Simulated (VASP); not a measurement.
# Ru (P6_3/mmc) in VASP: a series of runs

Runs on Ru. Level: PBE. Tasks: relaxation of shape and atoms at fixed volume, single point.

Program: VASP 6.6.1. These are calculated values, not measurements. Logs are shortened: lines on timing, memory, paths and dates and some standing lists are left out, and cuts for length are marked.

### 1 The cell of the first run

It takes space group P6_3/mmc (No. 194, hexagonal). The conventional cell has a = 2.775 Å, b = 2.775 Å, c = 4.377 Å, α = 90.00°, β = 90.00°, γ = 120.00°. Ru (site symmetry -6m2) has 12 Ru at 2.71 to 2.77 Å within 3.6 Å.

### 2 Relaxation of shape and atoms at fixed volume, PBE (volume scaled by 1.06)

Input file INCAR:

```
SYSTEM = Ru
  PREC = Accurate
  ENCUT = 600
  EDIFF = 1E-6
  ISMEAR = 0
  SIGMA = 0.1
  LREAL = .FALSE.
  LASPH = .TRUE.
  NELM = 60
  ALGO = Fast
  ISIF = 4
  LWAVE = .FALSE.
  LCHARG = .FALSE.
  GGA = PE
  IBRION = 2
  NSW = 50
  EDIFFG = -0.01
```

Input file KPOINTS:

```
regular mesh
0
G
  18 18 10
  0 0 0
```

Input file POSCAR:

```
Ru
1.0
    2.7746911700      0.0000000000      0.0000000000
   -1.3873455850      2.4029530409      0.0000000000
    0.0000000000      0.0000000000      4.3768779652
Ru
2
Direct
    0.3333333333      0.6666666667      0.2500000000
    0.6666666667      0.3333333333      0.7500000000
```

Potentials or basis: VASP PAW PBE potentials, release 64 (Ru_pv).

Started as:

```console
> cat potpaw_PBE.64/Ru_pv/POTCAR > POTCAR
> mpirun -np 1 vasp_std > vasp.out
```

OUTCAR:

```text
SYSTEM = Ru
   PREC = Accurate
   ENCUT = 600
   EDIFF = 1E-6
   ISMEAR = 0
   LREAL = .FALSE.
   LASPH = .TRUE.
   NELM = 60
   ISIF = 4
   GGA = PE
   IBRION = 2
   NSW = 50
   EDIFFG = -0.01

 ion  position               nearest neighbor table
   1  0.333  0.667  0.250-   2 2.71   2 2.71   2 2.71   2 2.71   2 2.71   2 2.71
   2  0.667  0.333  0.750-   1 2.71   1 2.71   1 2.71   1 2.71   1 2.71   1 2.71

  LATTYP: Found a hexagonal cell.
 ALAT       =     2.7746911700
 C/A-ratio  =     1.5774288730

  Lattice vectors:

 A1 = (   2.7746911700,   0.0000000000,   0.0000000000)
 A2 = (  -1.3873455850,   2.4029530409,   0.0000000000)
 A3 = (   0.0000000000,   0.0000000000,   4.3768779652)

Analysis of symmetry for initial positions (statically):
=====================================================================
 Subroutine PRICEL returns:
 Original cell was already a primitive cell.

 Routine SETGRP: Setting up the symmetry group for a
 hexagonal supercell.

 Subroutine GETGRP returns: Found 24 space group operations
 (whereof 12 operations were pure point group operations)
 out of a pool of 24 trial point group operations.

The static configuration has the point symmetry D_3d.
 The point group associated with its full space group is D_6h.

Analysis of symmetry for dynamics (positions and initial velocities):
=====================================================================
 Subroutine PRICEL returns:
 Original cell was already a primitive cell.

 Routine SETGRP: Setting up the symmetry group for a
 hexagonal supercell.

 Subroutine GETGRP returns: Found 24 space group operations
 (whereof 12 operations were pure point group operations)
 out of a pool of 24 trial point group operations.

The dynamic configuration has the point symmetry D_3d.
 The point group associated with its full space group is D_6h.

 Subroutine INISYM returns: Found 24 space group operations
 (whereof 12 operations are pure point group operations),
 and found     1 'primitive' translations

----------------------------------------------------------------------------------------

                                     Primitive cell

  volume of cell :      29.1826

  direct lattice vectors                    reciprocal lattice vectors
     2.774691170  0.000000000  0.000000000     0.360400469  0.208077308  0.000000000
    -1.387345585  2.402953041  0.000000000     0.000000000  0.416154616  0.000000000
     0.000000000  0.000000000  4.376877965     0.000000000  0.000000000  0.228473357

  length of vectors
     2.774691170  2.774691170  4.376877965     0.416154616  0.416154616  0.228473357

  position of ions in fractional coordinates (direct lattice)
     0.333333333  0.666666667  0.250000000
     0.666666667  0.333333333  0.750000000

  ion indices of the primitive-cell ions
   primitive index   ion index
                 1           1
                 2           2

----------------------------------------------------------------------------------------

 KPOINTS: regular mesh

Automatic generation of k-mesh.
 Grid dimensions read from file:
 generate k-points for:   18   18   10

 Generating k-lattice:

  Cartesian coordinates                     Fractional coordinates (reciprocal lattice)
     0.020022248  0.011559850  0.000000000     0.055555556  0.000000000  0.000000000
     0.000000000  0.023119701  0.000000000     0.000000000  0.055555556  0.000000000
     0.000000000  0.000000000  0.022847336     0.000000000  0.000000000  0.100000000

  Length of vectors
     0.023119701  0.023119701  0.022847336

  Shift w.r.t. Gamma in fractional coordinates (k-lattice)
     0.000000000  0.000000000  0.000000000

 Subroutine IBZKPT returns following result:
 ===========================================

 Found    222 irreducible k-points:

 Following reciprocal coordinates:
            Coordinates               Weight
  0.000000  0.000000  0.000000      1.000000
  0.055556  0.000000  0.000000      6.000000
  0.111111  0.000000  0.000000      6.000000
  0.166667 -0.000000  0.000000      6.000000
  0.222222  0.000000  0.000000      6.000000
  0.277778 -0.000000  0.000000      6.000000
[... 16 lines left out ...]
  0.333333  0.111111  0.000000     12.000000
  0.388889  0.111111  0.000000     12.000000
 [... further k-points ...]
   k-points           NKPTS =    222   k-points in BZ     NKDIM =    222   number of bands    NBANDS=     18
   number of dos      NEDOS =    301   number of ions     NIONS =      2
   total plane-waves  NPLWV =  20736
   dimension x,y,z NGX =    24 NGY =   24 NGZ =   36
   dimension x,y,z NGXF=    48 NGYF=   48 NGZF=   72
   ions per type =               2
   NGX,Y,Z   is equivalent  to a cutoff of  14.38, 14.38, 13.67 a.u.
   NGXF,Y,Z  is equivalent  to a cutoff of  28.76, 28.76, 27.35 a.u.
 SYSTEM =  Ru
   PREC   = accura    normal or accurate (medium, high low for compatibility)
   ISTART =      0    job   : 0-new  1-cont  2-samecut
   ICHARG =      2    charge: 1-file 2-atom 10-const
   ISPIN  =      1    spin polarized calculation?
   LNONCOLLINEAR =      F non collinear calculations
   LSORBIT =      F    spin-orbit coupling
   LASPH  =      T    aspherical Exc in radial PAW
   ENCUT  =  600.0 eV  44.10 Ry    6.64 a.u.   5.54  5.54  8.74*2*pi/ulx,y,z
   NELM   =     60;   NELMIN=  2; NELMDL= -5     # of ELM steps
   EDIFF  = 0.1E-05   stopping-criterion for ELM
   LREAL  =      F    real-space projection
   EDIFFG = -.1E-01   stopping-criterion for IOM
   NSW    =     50    number of steps for IOM
   IBRION =      2    ionic relax: 0-MD 1-quasi-New 2-CG
   NFREE  =      1    steps in history (QN), initial steepest desc. (CG)
   ISIF   =      4    stress and relaxation
   ISYM   =      2    0-nonsym 1-usesym 2-fastsym
   POTIM  = 0.5000    time-step for ionic-motion
   TEBEG  =    0.0;   TEEND  =   0.0 temperature during run
   PSTRESS=    0.0 pullay stress
   NELECT =      28.0000    total number of electrons
   NUPDOWN=      -1.0000    fix difference up-down
   EMIN   =  10.00;   EMAX   =-10.00  energy-range for DOS
   EFERMI =   0.00;   METHOD = LEGACY
   ISMEAR =     0;   SIGMA  =   0.10  broadening in eV -4-tet -1-fermi 0-gaus
   EFERMI_NEDOS =   21; number of points for ismear=-14 and -15
   IALGO  =     68    algorithm
   IMIX   =      4    mixing-type and parameters
     AMIX     =   0.40;   BMIX     =  1.00
     AMIX_MAG =   1.60;   BMIX_MAG =  1.00
  volume/ion in A,a.u.               =      14.59        98.47
  Fermi-wavevector in a.u.,A,eV,Ry     =   1.614678  3.051300 35.472926  2.607187
  Thomas-Fermi vector in A             =   2.709548
   LORBIT       =      0    0 simple, 1 ext, 2 COOP (PROOUT), +10 PAW based schemes
   GGA     = PE    functional components
   LHFCALC =     F    Hartree Fock is set to
   AEXX    =    0.0000 exact exchange contribution
   IVDW    =     0    specifies the selected vdW correction
   LEPSILON=     F    determine dielectric tensor
   LRPA    =     F    only Hartree local field effects (RPA)
 conjugate gradient relaxation of ions
 non-spin polarized calculation
 RMM-DIIS sequential band-by-band and
 Gauss-broadening in eV      SIGMA  =   0.10
  energy-cutoff  :      600.00
  volume of cell :       29.18
 maximum number of plane-waves:      1014
 NGX is ok and might be reduce to    24
   NGX = 11   NGY = 11   NGZ = 17

--------------------------------------- Ionic step        1  -------------------------------------------

 number of electron      28.0000004 magnetization

 Free energy of the ion-electron system (eV)
  ---------------------------------------------------
  ext. energy  EPLUGINS =         0.00000000
  ---------------------------------------------------
  free energy    TOTEN  =       -18.38620606 eV

  energy without entropy =      -18.37608473  energy(sigma->0) =      -18.38114540

------------------------ aborting loop because EDIFF is reached ----------------------------------------

  FORCE on cell =-STRESS in cart. coord.  units (eV):
  Direction    XX          YY          ZZ          XY          YZ          ZX
  --------------------------------------------------------------------------------------
  -------------------------------------------------------------------------------------
  Total       -2.8675241     -2.8675241     -2.9635016     -0.0000000      0.0000000      0.0000000
  in kB     -157.4321005   -157.4321005   -162.7014290     -0.0000000      0.0000000      0.0000000
  external PRESSURE =    -159.1885433 kB  Pullay stress =       0.0000000 kB
[... 57 lines left out ...]
  energy  without entropy=      -18.3760944839  energy(sigma->0) =      -18.38116735

--------------------------------------- Ionic step        3  -------------------------------------------

 number of electron      28.0000004 magnetization

 Free energy of the ion-electron system (eV)
  ---------------------------------------------------
  ext. energy  EPLUGINS =         0.00000000
  ---------------------------------------------------
  free energy    TOTEN  =       -18.38625408 eV

  energy without entropy =      -18.37611373  energy(sigma->0) =      -18.38118391

 E-fermi :  11.5626     XC(G=0): -13.6758

 val. band max:       11.5567318796   @ k =   0.1667   0.1111   0.3000
 cond. band min:      11.5749340786   @ k =   0.2222   0.1111   0.1000
 fundamental gap:      0.0182021990
 Fermi energy:        11.5625831598

 k-point     1 :       0.0000    0.0000    0.0000
  band No.  band energies     occupation
      1     -31.8304      2.00000
      2     -31.0946      2.00000
      3     -31.0946      2.00000
      4     -30.9556      2.00000
      5     -30.9556      2.00000
      6     -30.9220      2.00000
[... 10 lines left out ...]
     17      12.6257      0.00000
     18      12.8504      0.00000
[... 466 lines left out ...]
      2     -31.4865      2.00000
      3     -31.4526      2.00000
      4     -31.3018      2.00000
      5     -31.1550      2.00000
      6     -31.0887      2.00000
[... 10 lines left out ...]
     17      14.9464      0.00000
     18      18.3733      0.00000

 [... further k-points ...]
[... 5 lines left out ...]
  --------------------------------------------------------------------------------------
  -------------------------------------------------------------------------------------
  Total       -2.9018572     -2.9018572     -2.8938450      0.0000000      0.0000000      0.0000000
  in kB     -159.3170466   -159.3170466   -158.8771619      0.0000000      0.0000000      0.0000000
  external PRESSURE =    -159.1704184 kB  Pullay stress =       0.0000000 kB
[... 17 lines left out ...]
  FREE ENERGIE OF THE ION-ELECTRON SYSTEM (eV)
  ---------------------------------------------------
  free  energy   TOTEN  =       -18.3862540818 eV

  energy  without entropy=      -18.3761137348  energy(sigma->0) =      -18.38118391

 reached required accuracy - stopping structural energy minimisation
```

It took 2 min on 1 thread of Intel Xeon 6975P-C, shared host; peak memory 0.25 GiB.

What came out:

```
Free energy               : -18.3863 eV
Energy gained by relaxing : 0.0 meV/atom
Ionic steps               : 3
Pressure after relaxing   : -15.9 GPa
Band gap on the k mesh    : zero (band 14 reaches 12.91 eV, above the bottom of band 15 at 10.10 eV)
```

Final structure:
```xyz
2
Lattice="2.7761 0.0000 0.0000 -1.3880 2.4042 0.0000 0.0000 0.0000 4.3725" Properties=species:S:1:pos:R:3 pbc="T T T"
Ru    0.0000    1.6028    1.0931
Ru    1.3880    0.8014    3.2794
```

Levels at points of the mesh, in eV from the Fermi level:
```csv
k point,band 10,band 11,band 12,band 13,band 14,band 15,band 16,band 17,band 18
"(0.00, 0.00, 0.00)",-2.32,-2.13,-1.71,-1.71,-1.28,-1.28,1.06,1.06,1.29
"(0.50, 0.00, 0.00)",-2.73,-1.85,-1.67,-1.35,1.24,1.62,1.71,3.69,5.61
"(0.00, 0.00, 0.50)",-2.48,-2.48,-2.48,-2.45,-2.45,0.48,0.48,0.48,0.48
"(0.50, 0.00, 0.50)",-4.05,-0.96,-0.96,0.41,0.41,1.47,1.47,3.14,3.14
```

(Continued in part 2 of 2.)
